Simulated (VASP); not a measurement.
Wanted: the native input for a VASP 6.6.1 run.

| Quantity | Value |
| --- | --- |
| Task | relaxation of shape and atoms at fixed volume |
| Functional | r2SCAN |
| Potentials or basis | VASP PAW PBE potentials, release 64 (Li_sv) |
| Cutoff | 600 eV |
| k mesh | 16 × 16 × 8 |
| Occupations | gaussian, width 0.05 eV |
| Spin | no spin polarisation |
| Dipole correction | no |
| Further INCAR settings | ALGO = Normal; EDIFF = 1e-07; IBRION = 2; EDIFFG = -0.01; NSW = 60; ISIF = 4 |

The system is Li.

```xyz
2
Lattice="3.0588 0.0000 0.0000 -1.5294 2.6490 0.0000 0.0000 0.0000 5.0226" Properties=species:S:1:pos:R:3 pbc="T T T"
Li    0.0000    1.7660    3.7670
Li    1.5294    0.8830    1.2557
```

The input as run:

POSCAR

```
Li
1.0
    3.0587943637      0.0000000000      0.0000000000
   -1.5293971819      2.6489936239      0.0000000000
    0.0000000000      0.0000000000      5.0226492358
Li
2
Direct
    0.3333333333      0.6666666667      0.7500000000
    0.6666666667      0.3333333333      0.2500000000
```

INCAR.step1

```
ALGO = Normal ; EDIFF = 1E-4
ENCUT = 600 ; GGA = PE
ISMEAR = 0 ; LASPH = T
LCHARG = F ; LREAL = F
LWAVE = T ; NELM = 100
PREC = Accurate ; SIGMA = 0.05
```

INCAR.step2

```
ALGO = Normal ; EDIFF = 1E-7
EDIFFG = -0.01 ; ENCUT = 600
IBRION = 2 ; ISIF = 4
ISMEAR = 0 ; ISTART = 1
LASPH = T ; LCHARG = F
LMIXTAU = T ; LREAL = F
LWAVE = F ; METAGGA = R2SCAN
NELM = 100 ; NSW = 60
PREC = Accurate ; SIGMA = 0.05
```

KPOINTS

```
k-points
0
Gamma
  16 16 8
```

Potentials or basis: VASP PAW PBE potentials, release 64 (Li_sv).

Run with:

```console
$ cat potpaw_PBE.64/Li_sv/POTCAR > POTCAR
$ cp INCAR.step1 INCAR
$ mpirun -np 1 vasp_std > vasp.out
$ cp INCAR.step2 INCAR
$ mpirun -np 1 vasp_std > vasp.out
```

It gave:

```json
{"Energy gained by relaxing": "0.2 meV/atom", "Ionic steps": "4", "Pressure after relaxing": "0.2 GPa", "Band gap on the k mesh": "zero (band 3 reaches 2.69 eV, above the bottom of band 4 at -2.04 eV)"}
```

Caveat: the cutoff is under 1.25 times the usual one of these potentials, so pressure, stress and relaxed cells hold a basis-set (Pulay) error; the PAW data sets were made with another functional, which shifts forces and pressure a little.

Run time: 6.1 min on 1 thread of Intel Xeon 6975P-C, on a shared host, peak memory 0.19 GiB.
